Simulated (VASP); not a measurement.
# WSe2 in VASP: notebook

Runs on WSe2. Level: PBE+D3(BJ). Tasks: single point.

Everything below comes from runs of VASP 6.6.1. Logs are shortened: lines on timing, memory, paths and dates and some standing lists are left out, and cuts for length are marked.

## Step 1: The cell of the first run

The cell holds a slab with vacuum, 6 atoms: a = 3.285 Å, b = 3.285 Å, c = 24.239 Å, α = 90.00°, β = 90.00°, γ = 120.00°.

## Step 2: Single point, PBE+D3(BJ) (layers slid over each other)

File INCAR:

```
SYSTEM = WSe2
ALGO     = Normal         ! electronic algorithm
DIPOL    = 0.5 0.5 0.393
EDIFF    = 1E-6           ! SCF threshold, eV
ENCUT    = 520            ! plane-wave cutoff, eV
GGA      = PE             ! functional
IDIPOL   = 3            
ISIF     = 2              ! what is computed and relaxed
ISMEAR   = 0              ! smearing method
IVDW     = 12             ! dispersion correction
LASPH    = .TRUE.         ! aspherical terms in the spheres
LCHARG   = .TRUE.         ! write CHGCAR
LDIPOL   = .TRUE.       
LELF     = .TRUE.         ! ELF
LREAL    = .FALSE.        ! projectors in reciprocal space
LVACPOTAV= .TRUE.       
LVHAR    = .TRUE.       
LWAVE    = .FALSE.        ! write WAVECAR
NBANDS   = 35             ! bands
NELM     = 60             ! most SCF steps
PREC     = Accurate       ! precision mode
SIGMA    = 0.05           ! smearing width, eV
```

File KPOINTS:

```
k-points
0
G
  9 9 1
  0 0 0
```

File POSCAR:

```
WSe2
1.0
    3.2854926884      0.0000000000      0.0000000000
   -1.6427463442      2.8453201321      0.0000000000
    0.0000000000      0.0000000000     24.2386466672
Se W
4 2
Direct
    0.3333333333      0.6666666667      0.1856539295
    0.3333333333      0.6666666667      0.3246601777
    0.6666666667      1.3333333333      0.4612189569
    0.6666666667      1.3333333333      0.6002252051
    0.6666666667      0.3333333333      0.2551570536
    1.0000000000      1.0000000000      0.5307220810
```

Potentials or basis: VASP PAW PBE potentials, release 64 (Se, W_sv).

The run is started by

```sh
$ cat potpaw_PBE.64/Se/POTCAR potpaw_PBE.64/W_sv/POTCAR > POTCAR
$ mpirun -np 1 vasp_std > vasp.out
```

OUTCAR:

```text
SYSTEM = WSe2
   EDIFF = 1E-6
   ENCUT = 520
   GGA = PE
   ISIF = 2
   ISMEAR = 0
   IVDW = 12
   LASPH = .TRUE.
   LREAL = .FALSE.
   NELM = 60
   PREC = Accurate
 IVDW          = 12

 ion  position               nearest neighbor table
   1  0.333  0.667  0.186-   5 2.54   5 2.54   5 2.54
   2  0.333  0.667  0.325-   5 2.54   5 2.54   5 2.54
   3  0.667  0.333  0.461-   6 2.54   6 2.54   6 2.54
   4  0.667  0.333  0.600-   6 2.54   6 2.54   6 2.54
   5  0.667  0.333  0.255-   2 2.54   1 2.54   2 2.54   1 2.54   2 2.54   1 2.54
   6  0.000  0.000  0.531-   3 2.54   4 2.54   3 2.54   4 2.54   3 2.54   4 2.54

  LATTYP: Found a hexagonal cell.
 ALAT       =     3.2854926884
 C/A-ratio  =     7.3774769771

  Lattice vectors:

 A1 = (   3.2854926884,   0.0000000000,   0.0000000000)
 A2 = (  -1.6427463442,   2.8453201321,   0.0000000000)
 A3 = (   0.0000000000,   0.0000000000,  24.2386466672)

Analysis of symmetry for initial positions (statically):
=====================================================================
 Subroutine PRICEL returns:
 Original cell was already a primitive cell.

 Routine SETGRP: Setting up the symmetry group for a
 hexagonal supercell.

 Subroutine GETGRP returns: Found  6 space group operations
 (whereof  6 operations were pure point group operations)
 out of a pool of 24 trial point group operations.

The static configuration has the point symmetry C_3v.

Analysis of symmetry for dynamics (positions and initial velocities):
=====================================================================
 Subroutine PRICEL returns:
 Original cell was already a primitive cell.

 Routine SETGRP: Setting up the symmetry group for a
 hexagonal supercell.

 Subroutine GETGRP returns: Found  6 space group operations
 (whereof  6 operations were pure point group operations)
 out of a pool of 24 trial point group operations.

The dynamic configuration has the point symmetry C_3v.

 Subroutine INISYM returns: Found  6 space group operations
 (whereof  6 operations are pure point group operations),
 and found     1 'primitive' translations

----------------------------------------------------------------------------------------

                                     Primitive cell

  volume of cell :     226.5896

  direct lattice vectors                    reciprocal lattice vectors
     3.285492688  0.000000000  0.000000000     0.304368353  0.175727151  0.000000000
    -1.642746344  2.845320132  0.000000000     0.000000000  0.351454302  0.000000000
     0.000000000  0.000000000 24.238646667     0.000000000  0.000000000  0.041256429

  length of vectors
     3.285492688  3.285492688 24.238646667     0.351454302  0.351454302  0.041256429

  position of ions in fractional coordinates (direct lattice)
     0.333333333  0.666666667  0.185653929
     0.333333333  0.666666667  0.324660178
     0.666666667  0.333333333  0.461218957
     0.666666667  0.333333333  0.600225205
     0.666666667  0.333333333  0.255157054
     0.000000000  0.000000000  0.530722081

  ion indices of the primitive-cell ions
   primitive index   ion index
                 1           1
                 2           2
                 3           3
                 4           4
                 5           5
                 6           6

----------------------------------------------------------------------------------------

 KPOINTS: k-points

Automatic generation of k-mesh.
 Grid dimensions read from file:
 generate k-points for:    9    9    1

 Generating k-lattice:

  Cartesian coordinates                     Fractional coordinates (reciprocal lattice)
     0.033818706  0.019525239  0.000000000     0.111111111  0.000000000  0.000000000
     0.000000000  0.039050478  0.000000000     0.000000000  0.111111111  0.000000000
     0.000000000  0.000000000  0.041256429     0.000000000  0.000000000  1.000000000

  Length of vectors
     0.039050478  0.039050478  0.041256429

  Shift w.r.t. Gamma in fractional coordinates (k-lattice)
     0.000000000  0.000000000  0.000000000

 Subroutine IBZKPT returns following result:
 ===========================================

 Found     12 irreducible k-points:

 Following reciprocal coordinates:
            Coordinates               Weight
  0.000000  0.000000  0.000000      1.000000
  0.111111 -0.000000  0.000000      6.000000
  0.222222 -0.000000  0.000000      6.000000
  0.333333 -0.000000  0.000000      6.000000
  0.444444 -0.000000  0.000000      6.000000
  0.111111  0.111111  0.000000      6.000000
  0.222222  0.111111  0.000000     12.000000
  0.333333  0.111111  0.000000     12.000000
  0.444444  0.111111  0.000000      6.000000
  0.222222  0.222222  0.000000      6.000000
  0.333333  0.222222  0.000000     12.000000
  0.333333  0.333333  0.000000      2.000000
   k-points           NKPTS =     12   k-points in BZ     NKDIM =     12   number of bands    NBANDS=     35
   number of dos      NEDOS =    301   number of ions     NIONS =      6
   total plane-waves  NPLWV = 103680
   dimension x,y,z NGX =    24 NGY =   24 NGZ =  180
   dimension x,y,z NGXF=    48 NGYF=   48 NGZF=  360
   ions per type =               4   2
   NGX,Y,Z   is equivalent  to a cutoff of  12.14, 12.14, 12.35 a.u.
   NGXF,Y,Z  is equivalent  to a cutoff of  24.29, 24.29, 24.69 a.u.
 SYSTEM =  WSe2
   PREC   = accura    normal or accurate (medium, high low for compatibility)
   ISTART =      0    job   : 0-new  1-cont  2-samecut
   ICHARG =      2    charge: 1-file 2-atom 10-const
   ISPIN  =      1    spin polarized calculation?
   LNONCOLLINEAR =      F non collinear calculations
   LSORBIT =      F    spin-orbit coupling
   LASPH  =      T    aspherical Exc in radial PAW
   ENCUT  =  520.0 eV  38.22 Ry    6.18 a.u.   6.11  6.11 45.07*2*pi/ulx,y,z
   NELM   =     60;   NELMIN=  2; NELMDL= -5     # of ELM steps
   EDIFF  = 0.1E-05   stopping-criterion for ELM
   LREAL  =      F    real-space projection
   EDIFFG = 0.1E-04   stopping-criterion for IOM
   NSW    =      0    number of steps for IOM
   IBRION =     -1    ionic relax: 0-MD 1-quasi-New 2-CG
   NFREE  =      0    steps in history (QN), initial steepest desc. (CG)
   ISIF   =      2    stress and relaxation
   ISYM   =      2    0-nonsym 1-usesym 2-fastsym
   POTIM  = 0.5000    time-step for ionic-motion
   TEBEG  =    0.0;   TEEND  =   0.0 temperature during run
   PSTRESS=    0.0 pullay stress
   NELECT =      52.0000    total number of electrons
   NUPDOWN=      -1.0000    fix difference up-down
   EMIN   =  10.00;   EMAX   =-10.00  energy-range for DOS
   EFERMI =   0.00;   METHOD = LEGACY
   ISMEAR =     0;   SIGMA  =   0.05  broadening in eV -4-tet -1-fermi 0-gaus
   EFERMI_NEDOS =   21; number of points for ismear=-14 and -15
   IALGO  =     38    algorithm
   IMIX   =      4    mixing-type and parameters
     AMIX     =   0.40;   BMIX     =  1.00
     AMIX_MAG =   1.60;   BMIX_MAG =  1.00
  volume/ion in A,a.u.               =      37.76       254.85
  Fermi-wavevector in a.u.,A,eV,Ry     =   1.002296  1.894065 13.668372  1.004597
  Thomas-Fermi vector in A             =   2.134774
   LORBIT       =      0    0 simple, 1 ext, 2 COOP (PROOUT), +10 PAW based schemes
   GGA     = PE    functional components
   LHFCALC =     F    Hartree Fock is set to
   AEXX    =    0.0000 exact exchange contribution
   IVDW    =    12    specifies the selected vdW correction
   LEPSILON=     F    determine dielectric tensor
   LRPA    =     F    only Hartree local field effects (RPA)
 non-spin polarized calculation
 Gauss-broadening in eV      SIGMA  =   0.05
  energy-cutoff  :      520.00
  volume of cell :      226.59
 maximum number of plane-waves:      6144
   NGX = 13   NGY = 13   NGZ = 91

 dipolmoment           0.000000      0.000000     -0.000001 electrons x Angstroem

 number of electron      51.9999987 magnetization

 dipolmoment           0.000000      0.000000      0.002105 electrons x Angstroem

 Free energy of the ion-electron system (eV)
  ---------------------------------------------------
  ext. energy  EPLUGINS =         0.00000000
  ---------------------------------------------------
  free energy    TOTEN  =       -43.19622253 eV

  energy without entropy =      -43.19622253  energy(sigma->0) =      -43.19622253

 E-fermi :   1.3350     XC(G=0):  -6.2361

 val. band max:        0.8778223643   @ k =   0.3333   0.3333   0.0000
 cond. band min:       2.4159147974   @ k =   0.2222   0.1111   0.0000
 fundamental gap:      1.5380924331
 Fermi energy:         1.3350301964

 k-point     1 :       0.0000    0.0000    0.0000
  band No.  band energies     occupation
      1     -73.2001      2.00000
      2     -73.1618      2.00000
      3     -37.4467      2.00000
      4     -37.4077      2.00000
      5     -37.3115      2.00000
      6     -37.3115      2.00000
[... 27 lines left out ...]
     34       4.0348      0.00000
     35       5.1977      0.00000

 k-point     2 :       0.1111   -0.0000    0.0000
  band No.  band energies     occupation
      1     -73.1989      2.00000
      2     -73.1606      2.00000
      3     -37.4414      2.00000
      4     -37.4025      2.00000
      5     -37.3393      2.00000
      6     -37.3180      2.00000
[... 27 lines left out ...]
     34       4.1836      0.00000
     35       5.6102      0.00000

 k-point     3 :       0.2222   -0.0000    0.0000
  band No.  band energies     occupation
      1     -73.1958      2.00000
      2     -73.1575      2.00000
      3     -37.4280      2.00000
      4     -37.4090      2.00000
      5     -37.3891      2.00000
      6     -37.3712      2.00000
[... 27 lines left out ...]
     34       4.7569      0.00000
     35       6.2747      0.00000
[... 267 lines left out ...]
 k-point    11 :       0.3333    0.2222    0.0000
  band No.  band energies     occupation
      1     -73.1890      2.00000
      2     -73.1507      2.00000
      3     -37.5099      2.00000
      4     -37.4721      2.00000
      5     -37.4216      2.00000
      6     -37.3985      2.00000
[... 27 lines left out ...]
     34       5.5621      0.00000
     35       6.3029      0.00000

 k-point    12 :       0.3333    0.3333    0.0000
  band No.  band energies     occupation
      1     -73.1884      2.00000
      2     -73.1501      2.00000
      3     -37.4860      2.00000
      4     -37.4625      2.00000
      5     -37.4482      2.00000
      6     -37.4247      2.00000
[... 27 lines left out ...]
     34       5.8207      0.00000
     35       6.4482      0.00000

------------------------ aborting loop because EDIFF is reached ----------------------------------------

 Edisp (eV)   -2.36051

 E8    (eV) :    -1.0850

  FORCE on cell =-STRESS in cart. coord.  units (eV):
  Direction    XX          YY          ZZ          XY          YZ          ZX
  --------------------------------------------------------------------------------------
  -------------------------------------------------------------------------------------
  Total       0.01760     0.01760    -0.26701     0.00000     0.00000    -0.00000
  in kB       0.12443     0.12443    -1.88801     0.00000     0.00000    -0.00000
  external pressure =       -0.55 kB  Pullay stress =        0.00 kB

 VOLUME and BASIS-vectors are now :
 -----------------------------------------------------------------------------
  energy-cutoff  :      520.00
  volume of cell :      226.59
      direct lattice vectors                 reciprocal lattice vectors
     3.285492688  0.000000000  0.000000000     0.304368353  0.175727151  0.000000000
    -1.642746344  2.845320132  0.000000000     0.000000000  0.351454302  0.000000000
     0.000000000  0.000000000 24.238646667     0.000000000  0.000000000  0.041256429

 POSITION                                       TOTAL-FORCE (eV/Angst)
 -----------------------------------------------------------------------------------
     -0.00000      1.89688      4.50000        -0.000000      0.000000     -0.033611
     -0.00000      1.89688      7.86932         0.000000     -0.000000      0.104901
      1.64275      0.94844     11.17932        -0.000000     -0.000000     -0.092954
      1.64275      0.94844     14.54865         0.000000     -0.000000      0.039508
      1.64275      0.94844      6.18466        -0.000000      0.000000      0.029595
      0.00000      0.00000     12.86398         0.000000     -0.000000     -0.047438
 -----------------------------------------------------------------------------------
    total drift:                               -0.000001      0.000000     -0.000167

  FREE ENERGIE OF THE ION-ELECTRON SYSTEM (eV)
  ---------------------------------------------------
  free  energy   TOTEN  =       -45.5567308132 eV

  energy  without entropy=      -45.5567308132  energy(sigma->0) =      -45.55673081

 vacuum level on the upper side and lower side of the slab         5.941         5.900
```

Wall time 87 s (1 thread of Intel Xeon 6975P-C (Granite Rapids), shared host); peak memory 0.35 GiB.

Results:

```yaml
Free_energy: -45.5567 eV
Largest_force: 0.105 eV/Å
Band_gap_on_the_k_mesh: 1.54 eV (least direct gap 1.63 eV)
Dispersion_energy_per_atom: -0.393 eV
```

Forces on the atoms (eV/Å):
```
Se   0.000  0.000 -0.034
Se   0.000  0.000  0.105
Se   0.000  0.000 -0.093
Se   0.000  0.000  0.040
W    0.000  0.000  0.030
W    0.000  0.000 -0.047
```

Caveat: the cell differs from its parent crystal (layers slid over each other); spin-orbit coupling is left out, which moves the levels of the heavy elements.

## Step 3: Single point, PBE+D3(BJ)

File INCAR:

```
PREC = Accurate
ENCUT = 520
EDIFF = 1E-6
ISMEAR = 0
SIGMA = 0.05
LREAL = False
LASPH = True
NELM = 80
ALGO = Normal
ISIF = 2
LWAVE = False
LCHARG = False
LDIPOL = True
IDIPOL = 3
DIPOL = 0.5 0.5 0.393
GGA = PE
IVDW = 12
NBANDS = 35
```

File KPOINTS:

```
regular mesh
0
Gamma
  9 9 1
```

POSCAR is that of step 2.

Potentials or basis: VASP PAW PBE potentials, release 64 (Se, W_sv).

The run is started by

```sh
$ cat potpaw_PBE.64/Se/POTCAR potpaw_PBE.64/W_sv/POTCAR > POTCAR
$ mpirun -np 1 vasp_std > vasp.out
```

Run time: 71 s. Hardware: 1 thread of Intel Xeon 6975P-C (Granite Rapids), shared host; peak memory 0.35 GiB.

The run converged. Its results:

```yaml
Free_energy: -45.5567 eV
Largest_force: 0.105 eV/Å
Band_gap_on_the_k_mesh: 1.54 eV (least direct gap 1.63 eV)
Dispersion_energy_per_atom: -0.393 eV
```

Forces on the atoms (eV/Å):
```
Se   0.000  0.000 -0.034
Se   0.000  0.000  0.105
Se   0.000  0.000 -0.093
Se   0.000  0.000  0.040
W    0.000  0.000  0.030
W    0.000  0.000 -0.047
```

Levels at points of the mesh, in eV from the valence-band top:
```tsv
k point	band 24	band 25	band 26	band 27	band 28	band 29
(0.00, 0.00, 0.00)	-1.17	-0.61	-0.03	2.93	2.93	2.99
```

Caveat: spin-orbit coupling is left out, which moves the levels of the heavy elements.
